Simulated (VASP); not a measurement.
# Al2Cu (Fmmm) in VASP: a series of runs

Runs on Al2Cu. Level: PBE. Tasks: single point, relaxation of cell and atoms.

Everything below comes from runs of VASP 6.6.1. Logs are shortened: lines on timing, memory, paths and dates and some standing lists are left out, and cuts for length are marked.

## (1) The cell of the first run

It takes space group Fmmm (No. 69, orthorhombic). Conventional cell: a = 3.084 Å, b = 4.362 Å, c = 13.086 Å, α = 90.00°, β = 90.00°, γ = 90.00°. Within 3.5 Å of Al (site symmetry mm2) lie 10 Al at 2.67 to 3.08 Å and 4 Cu at 2.67 to 3.08 Å. Cu (site symmetry mmm) has 6 Cu at 2.67 to 3.08 Å and 8 Al at 2.67 to 3.08 Å within 3.5 Å.

## (2) Single point, PBE

Input file INCAR:

```
PREC = Accurate
ENCUT = 520
EDIFF = 1E-6
ISMEAR = 0
SIGMA = 0.1
LREAL = F
LASPH = T
NELM = 100
ALGO = Fast
ISIF = 2
LWAVE = F
LCHARG = F
GGA = PE
NBANDS = 16
```

Input file KPOINTS:

```
regular mesh
0
Gamma
  8 8 8
```

Input file POSCAR:

```
Al2Cu
1.0
    0.0000000000      2.1810225500      6.5430676500
    1.5422158300      0.0000000000      6.5430676500
    1.5422158300      2.1810225500      0.0000000000
Al Cu
2 1
Direct
    0.8333333300      0.8333333300      0.1666666700
    0.1666666700      0.1666666700      0.8333333300
    0.5000000000      0.5000000000      0.5000000000
```

Potentials or basis: VASP PAW PBE potentials, release 64 (Al, Cu).

On the command line:

```bash
$ cat potpaw_PBE.64/Al/POTCAR potpaw_PBE.64/Cu/POTCAR > POTCAR
$ mpirun -np 1 vasp_std > vasp.out
```

OUTCAR:

```text
PREC = Accurate
   ENCUT = 520
   EDIFF = 1E-6
   ISMEAR = 0
   LREAL = F
   LASPH = T
   NELM = 100
   ISIF = 2
   GGA = PE

 ion  position               nearest neighbor table
   1  0.833  0.833  0.167-   2 2.67   2 2.67   3 2.67   3 2.67   2 3.08   2 3.08
   2  0.167  0.167  0.833-   1 2.67   1 2.67   3 2.67   3 2.67   1 3.08   1 3.08
   3  0.500  0.500  0.500-   2 2.67   2 2.67   1 2.67   1 2.67

  LATTYP: Found a face centered orthorhombic cell.
 ALAT       =     3.0844316600
 B/A-ratio  =     1.4142135670
 C/A-ratio  =     4.2426407009

  Lattice vectors:

 A1 = (   0.0000000000,   2.1810225500,   6.5430676500)
 A2 = (   1.5422158300,   0.0000000000,   6.5430676500)
 A3 = (   1.5422158300,   2.1810225500,   0.0000000000)

Analysis of symmetry for initial positions (statically):
=====================================================================
 Subroutine PRICEL returns:
 Original cell was already a primitive cell.

 Routine SETGRP: Setting up the symmetry group for a
 face centered orthorhombic supercell.

 Subroutine GETGRP returns: Found  8 space group operations
 (whereof  8 operations were pure point group operations)
 out of a pool of  8 trial point group operations.

The static configuration has the point symmetry D_2h.

Analysis of symmetry for dynamics (positions and initial velocities):
=====================================================================
 Subroutine PRICEL returns:
 Original cell was already a primitive cell.

 Routine SETGRP: Setting up the symmetry group for a
 face centered orthorhombic supercell.

 Subroutine GETGRP returns: Found  8 space group operations
 (whereof  8 operations were pure point group operations)
 out of a pool of  8 trial point group operations.

The dynamic configuration has the point symmetry D_2h.

 Subroutine INISYM returns: Found  8 space group operations
 (whereof  8 operations are pure point group operations),
 and found     1 'primitive' translations

----------------------------------------------------------------------------------------

                                     Primitive cell

  volume of cell :      44.0166

  direct lattice vectors                    reciprocal lattice vectors
     0.000000000  2.181022550  6.543067650    -0.324208837  0.229250266  0.076416755
     1.542215830  0.000000000  6.543067650     0.324208837 -0.229250266  0.076416755
     1.542215830  2.181022550  0.000000000     0.324208837  0.229250266 -0.076416755

  length of vectors
     6.896998886  6.722362973  2.671196180     0.404359462  0.404359462  0.404359462

  position of ions in fractional coordinates (direct lattice)
     0.833333330  0.833333330  0.166666670
     0.166666670  0.166666670  0.833333330
     0.500000000  0.500000000  0.500000000

  ion indices of the primitive-cell ions
   primitive index   ion index
                 1           1
                 2           2
                 3           3

----------------------------------------------------------------------------------------

 KPOINTS: regular mesh

Automatic generation of k-mesh.
 Grid dimensions read from file:
 generate k-points for:    8    8    8

 Generating k-lattice:

  Cartesian coordinates                     Fractional coordinates (reciprocal lattice)
    -0.040526105  0.028656283  0.009552094     0.125000000  0.000000000  0.000000000
     0.040526105 -0.028656283  0.009552094     0.000000000  0.125000000  0.000000000
     0.040526105  0.028656283 -0.009552094     0.000000000  0.000000000  0.125000000

  Length of vectors
     0.050544933  0.050544933  0.050544933

  Shift w.r.t. Gamma in fractional coordinates (k-lattice)
     0.000000000  0.000000000  0.000000000

 Subroutine IBZKPT returns following result:
 ===========================================

 Found     95 irreducible k-points:

 Following reciprocal coordinates:
            Coordinates               Weight
  0.000000  0.000000  0.000000      1.000000
  0.125000  0.000000  0.000000      8.000000
  0.250000  0.000000  0.000000      8.000000
  0.375000  0.000000  0.000000      8.000000
  0.500000  0.000000  0.000000      4.000000
  0.125000  0.125000  0.000000      2.000000
[... 16 lines left out ...]
  0.250000  0.000000  0.125000      8.000000
  0.375000  0.000000  0.125000      8.000000
 [... further k-points ...]
   k-points           NKPTS =     95   k-points in BZ     NKDIM =     95   number of bands    NBANDS=     16
   number of dos      NEDOS =    301   number of ions     NIONS =      3
   total plane-waves  NPLWV =  54000
   dimension x,y,z NGX =    54 NGY =   50 NGZ =   20
   dimension x,y,z NGXF=   108 NGYF=  100 NGZF=   40
   ions per type =               2   1
   NGX,Y,Z   is equivalent  to a cutoff of  13.02, 12.37, 12.45 a.u.
   NGXF,Y,Z  is equivalent  to a cutoff of  26.03, 24.73, 24.89 a.u.
 SYSTEM =  unknown system
   PREC   = accura    normal or accurate (medium, high low for compatibility)
   ISTART =      0    job   : 0-new  1-cont  2-samecut
   ICHARG =      2    charge: 1-file 2-atom 10-const
   ISPIN  =      1    spin polarized calculation?
   LNONCOLLINEAR =      F non collinear calculations
   LSORBIT =      F    spin-orbit coupling
   LASPH  =      T    aspherical Exc in radial PAW
   ENCUT  =  520.0 eV  38.22 Ry    6.18 a.u.  12.82 12.50  4.97*2*pi/ulx,y,z
   NELM   =    100;   NELMIN=  2; NELMDL= -5     # of ELM steps
   EDIFF  = 0.1E-05   stopping-criterion for ELM
   LREAL  =      F    real-space projection
   EDIFFG = 0.1E-04   stopping-criterion for IOM
   NSW    =      0    number of steps for IOM
   IBRION =     -1    ionic relax: 0-MD 1-quasi-New 2-CG
   NFREE  =      0    steps in history (QN), initial steepest desc. (CG)
   ISIF   =      2    stress and relaxation
   ISYM   =      2    0-nonsym 1-usesym 2-fastsym
   POTIM  = 0.5000    time-step for ionic-motion
   TEBEG  =    0.0;   TEEND  =   0.0 temperature during run
   PSTRESS=    0.0 pullay stress
   NELECT =      17.0000    total number of electrons
   NUPDOWN=      -1.0000    fix difference up-down
   EMIN   =  10.00;   EMAX   =-10.00  energy-range for DOS
   EFERMI =   0.00;   METHOD = LEGACY
   ISMEAR =     0;   SIGMA  =   0.10  broadening in eV -4-tet -1-fermi 0-gaus
   EFERMI_NEDOS =   21; number of points for ismear=-14 and -15
   IALGO  =     68    algorithm
   IMIX   =      4    mixing-type and parameters
     AMIX     =   0.40;   BMIX     =  1.00
     AMIX_MAG =   1.60;   BMIX_MAG =  1.00
  volume/ion in A,a.u.               =      14.67        99.01
  Fermi-wavevector in a.u.,A,eV,Ry     =   1.192209  2.252947 19.338794  1.421361
  Thomas-Fermi vector in A             =   2.328252
   LORBIT       =      0    0 simple, 1 ext, 2 COOP (PROOUT), +10 PAW based schemes
   GGA     = PE    functional components
   LHFCALC =     F    Hartree Fock is set to
   AEXX    =    0.0000 exact exchange contribution
   IVDW    =     0    specifies the selected vdW correction
   LEPSILON=     F    determine dielectric tensor
   LRPA    =     F    only Hartree local field effects (RPA)
 non-spin polarized calculation
 RMM-DIIS sequential band-by-band and
 Gauss-broadening in eV      SIGMA  =   0.10
  energy-cutoff  :      520.00
  volume of cell :       44.02
 maximum number of plane-waves:      1202
 NGX is ok and might be reduce to    54
   NGX = 25   NGY = 25   NGZ =  9

 number of electron      17.0000012 magnetization

 Free energy of the ion-electron system (eV)
  ---------------------------------------------------
  ext. energy  EPLUGINS =         0.00000000
  ---------------------------------------------------
  free energy    TOTEN  =       -10.97784372 eV

  energy without entropy =      -10.97192113  energy(sigma->0) =      -10.97488243

 E-fermi :   8.2453     XC(G=0): -10.9419

 val. band max:        8.2092695452   @ k =   0.5000   0.0000   0.3750
 cond. band min:       8.2495237637   @ k =  -0.2500   0.1250   0.1250
 fundamental gap:      0.0402542185
 Fermi energy:         8.2452719931

 k-point     1 :       0.0000    0.0000    0.0000
  band No.  band energies     occupation
      1      -3.0686      2.00000
      2       0.4262      2.00000
      3       1.2166      2.00000
      4       4.4605      2.00000
      5       4.6067      2.00000
      6       5.3006      2.00000
[... 8 lines left out ...]
     15      20.2105      0.00000
     16      21.6508      0.00000

 k-point     2 :       0.1250    0.0000    0.0000
  band No.  band energies     occupation
      1      -2.6944      2.00000
      2       0.6063      2.00000
      3       1.7518      2.00000
      4       4.5301      2.00000
      5       4.6474      2.00000
      6       5.2425      2.00000
[... 8 lines left out ...]
     15      21.5268      0.00000
     16      21.7282      0.00000

 k-point     3 :       0.2500    0.0000    0.0000
  band No.  band energies     occupation
      1      -1.5839      2.00000
      2       1.3264      2.00000
      3       3.0398      2.00000
      4       4.5691      2.00000
      5       4.8031      2.00000
      6       5.1976      2.00000
[... 8 lines left out ...]
     15      18.8861      0.00000
     16      20.0935      0.00000

 k-point     4 :       0.3750    0.0000    0.0000
  band No.  band energies     occupation
      1       0.2217      2.00000
      2       2.5867      2.00000
      3       3.9976      2.00000
      4       4.5119      2.00000
      5       4.9389      2.00000
      6       5.4153      2.00000
[... 8 lines left out ...]
     15      17.3539      0.00000
     16      18.8964      0.00000
[... 324 lines left out ...]
 k-point    22 :       0.1250    0.0000    0.1250
  band No.  band energies     occupation
      1      -2.5831      2.00000
      2       0.8581      2.00000
      3       1.7112      2.00000
      4       4.5826      2.00000
      5       4.7848      2.00000
      6       5.2397      2.00000
[... 8 lines left out ...]
     15      19.8644      0.00000
     16      21.5199      0.00000

 k-point    23 :       0.2500    0.0000    0.1250
  band No.  band energies     occupation
      1      -1.7310      2.00000
      2       1.4662      2.00000
      3       2.6754      2.00000
      4       4.7044      2.00000
      5       4.8610      2.00000
      6       5.1287      2.00000
[... 8 lines left out ...]
     15      18.9046      0.00000
     16      20.4251      0.00000

 k-point    24 :       0.3750    0.0000    0.1250
  band No.  band energies     occupation
      1      -0.1665      2.00000
      2       2.5279      2.00000
      3       4.0181      2.00000
      4       4.6146      2.00000
      5       4.8191      2.00000
      6       5.1606      2.00000
[... 8 lines left out ...]
     15      17.3500      0.00000
     16      18.4352      0.00000

 [... further k-points ...]
[... 5 lines left out ...]
  --------------------------------------------------------------------------------------
  -------------------------------------------------------------------------------------
  Total        0.3639644      0.9537121      0.2183499      0.0000000      0.0000000      0.0000000
  in kB       13.2480740     34.7145203      7.9477990      0.0000000      0.0000000      0.0000000
  external PRESSURE =      18.6367978 kB  Pullay stress =       0.0000000 kB

 VOLUME and BASIS-vectors are now :
 -----------------------------------------------------------------------------
  energy-cutoff  :      520.00
  volume of cell :       44.02
      direct lattice vectors                 reciprocal lattice vectors
     0.000000000  2.181022550  6.543067650    -0.324208837  0.229250266  0.076416755
     1.542215830  0.000000000  6.543067650     0.324208837 -0.229250266  0.076416755
     1.542215830  2.181022550  0.000000000     0.324208837  0.229250266 -0.076416755

 POSITION                                       TOTAL-FORCE (eV/Angst)
 -----------------------------------------------------------------------------------
      1.54222      2.18102     10.90511         0.000000     -0.000000      0.965977
      1.54222      2.18102      2.18102         0.000000     -0.000000     -0.965977
      1.54222      2.18102      6.54307        -0.000000      0.000000      0.000000
 -----------------------------------------------------------------------------------
    total drift:                                0.000000      0.000000      0.000000

  FREE ENERGIE OF THE ION-ELECTRON SYSTEM (eV)
  ---------------------------------------------------
  free  energy   TOTEN  =       -10.9778437241 eV

  energy  without entropy=      -10.9719211292  energy(sigma->0) =      -10.97488243
```

It took 2.6 min on 1 thread of Intel Xeon 6975P-C, shared host; peak memory 0.26 GiB.

What came out:

```yaml
Free_energy: -10.9778 eV
Pressure: 1.9 GPa
Largest_force: 0.966 eV/Å
```

Forces on the atoms (eV/Å):
```
Al   0.000  0.000  0.966
Al   0.000  0.000 -0.966
Cu   0.000  0.000  0.000
```

## (3) Single point, PBE

This run uses another cell than the first one, of 14.97 Å³/atom, 1.020 times its volume.

Input file INCAR:

```
SYSTEM = Al2Cu
PREC = Accurate ; ENCUT = 520
EDIFF = 1E-7 ; ISMEAR = 0
SIGMA = 0.1 ; LREAL = .False.
LASPH = .True. ; NELM = 100
ALGO = Fast ; ISIF = 2
LWAVE = .False. ; LCHARG = .False.
GGA = PE ; NBANDS = 16
```

Input file KPOINTS:

```
regular mesh
0
Gamma
  8 8 8
  0 0 0
```

Input file POSCAR:

```
Al2Cu
1.0
    0.0000000000      2.2548394575      6.6235397421
    1.5035660000      0.0000000000      6.6235397421
    1.5035660000      2.2548394575      0.0000000000
Al Cu
2 1
Direct
    0.8422333309      0.8422333309      0.1577666691
    0.1577666691      0.1577666691      0.8422333309
    0.5000000000      0.5000000000      0.5000000000
```

Potentials or basis: VASP PAW PBE potentials, release 64 (Al, Cu).

On the command line:

```bash
$ cat potpaw_PBE.64/Al/POTCAR potpaw_PBE.64/Cu/POTCAR > POTCAR
$ mpirun -np 1 vasp_std > vasp.out
```

It took 2.9 min on 1 thread of Intel Xeon 6975P-C, shared host; peak memory 0.27 GiB.

Results (log left out):

```
Free energy : -11.0983 eV
Pressure    : 0.1 GPa
```

Stress tensor (GPa, compression positive):
```
 0.02  0.00  0.00
 0.00 -0.08  0.00
 0.00  0.00  0.32
```

Levels at points of the mesh, in eV from the Fermi level:
```
           k point  band 6  band 7  band 8  band 9  band 10  band 11
(0.00, 0.00, 0.00)   -3.17   -3.06   -2.88    2.06     3.74    10.42
(0.50, 0.00, 0.00)   -3.09   -2.92   -2.62   -1.08     0.09     1.69
(0.50, 0.50, 0.00)   -3.17   -3.07   -2.88   -1.63     8.96    10.42
(0.50, 0.00, 0.50)   -2.40   -2.08   -0.50   -0.35     0.36     1.48
(0.00, 0.50, 0.50)   -2.81   -2.63   -2.40   -0.18     2.73     3.35
```

## (4) Relaxation of cell and atoms, PBE

Input file INCAR:

```
ALGO = Fast
EDIFF = 1E-6
EDIFFG = -0.04
ENCUT = 600
GGA = PE
IBRION = 2
ISIF = 3
ISMEAR = 0
LASPH = True
LCHARG = False
LREAL = False
LWAVE = False
NELM = 80
NSW = 90
PREC = Accurate
SIGMA = 0.1
```

Input file KPOINTS:

```
k-points
0
Gamma
  8 8 8
```

Input file POSCAR:

```
Al2Cu
1.0
    0.0000000000      2.1810225500      6.5430676500
    1.5422158300      0.0000000000      6.5430676500
    1.5422158300      2.1810225500      0.0000000000
Al Cu
2 1
Direct
    0.8333333300      0.8333333300      0.1666666700
    0.1666666700      0.1666666700      0.8333333300
    0.5000000000      0.5000000000      0.5000000000
```

On the command line:

```bash
$ cat potpaw_PBE.64/Al/POTCAR potpaw_PBE.64/Cu/POTCAR > POTCAR
$ mpirun -np 1 vasp_std > vasp.out
```

Run time: 13 min. Hardware: 1 thread of Intel Xeon 6975P-C, shared host; peak memory 0.31 GiB.

It converged, with:

| Item | Value |
| --- | --- |
| Free energy | -11.0912 eV |
| Relaxed volume | 14.97 Å³/atom |
| Relaxed cell | a = 6.880 Å, b = 6.686 Å, c = 2.718 Å, α = 82.48°, β = 74.45°, γ = 23.06° |
| Space group after relaxing (to 0.05 Å) | Fmmm (No. 69) |
| Energy gained by relaxing | 37.7 meV/atom |
| Ionic steps | 8 |
| Pressure after relaxing | 0.1 GPa |
| Largest force after relaxing | 0.019 eV/Å |

Forces in eV/Å, atoms in the order of the input:
```
Al   0.000  0.000 -0.019
Al   0.000  0.000  0.019
Cu   0.000  0.000  0.000
```

Stress tensor (GPa, compression positive):
```
-0.27  0.00  0.00
 0.00  0.31  0.00
 0.00  0.00  0.21
```

The path:
```csv
step,energy change (eV),largest force (eV/Å),pressure (GPa),volume (Å³)
1,0.0000,0.9659,1.69,44.02
2,-0.0744,0.4994,-0.92,45.01
3,-0.0956,0.2821,-1.71,45.71
4,-0.0852,0.1137,-3.36,47.14
5,-0.0999,0.1581,-2.44,46.19
6,-0.1119,0.0733,0.73,44.59
7,-0.1132,0.0130,-0.12,44.95
8,-0.1132,0.0187,0.08,44.92
```

Final structure:
```xyz
3
Lattice="0.0000 2.2389 6.5055 1.5419 0.0000 6.5055 1.5419 2.2389 0.0000" Properties=species:S:1:pos:R:3 pbc="T T T"
Al    1.5419    2.2389   10.9622
Al    1.5419    2.2389    2.0489
Cu    1.5419    2.2389    6.5055
```

Levels at points of the mesh, in eV from the Fermi level:
```
           k point  band 6  band 7  band 8  band 9  band 10  band 11
(0.00, 0.00, 0.00)   -3.24   -3.04   -2.92    2.53     4.23     9.85
(0.50, 0.00, 0.00)   -3.12   -2.95   -2.71   -1.14     0.09     1.68
(0.50, 0.50, 0.00)   -3.24   -3.04   -2.92   -1.34     9.59     9.86
(0.50, 0.00, 0.50)   -2.43   -1.96   -0.21   -0.09     0.51     1.65
(0.00, 0.50, 0.50)   -2.69   -2.52   -2.43   -0.05     3.07     3.24
```

## (5) Overview

```tsv
task	cell	cutoff (eV)	gap on the mesh (eV)	pressure (GPa)	largest force (eV/Å)
single point	a = 6.897, b = 6.722, c = 2.671 Å, angles 82.4, 75.0, 22.6°, 3 atoms	520	none	1.9	0.97
single point	a = 6.997, b = 6.792, c = 2.710 Å, angles 82.9, 74.4, 22.6°, 3 atoms	520	none	0.1	-
relaxation of cell and atoms	relaxed from a = 6.897, b = 6.722, c = 2.671 Å, angles 82.4, 75.0, 22.6°, 3 atoms	600	none	0.1	0.02
```

Alike in all rows: level PBE; potentials or basis VASP PAW PBE potentials, release 64 (Al, Cu); no spin polarisation; k mesh 8 × 8 × 8; smearing gaussian 0.1 eV.

Total energies depend on the potentials used, so only differences within one code and one set of settings carry meaning.
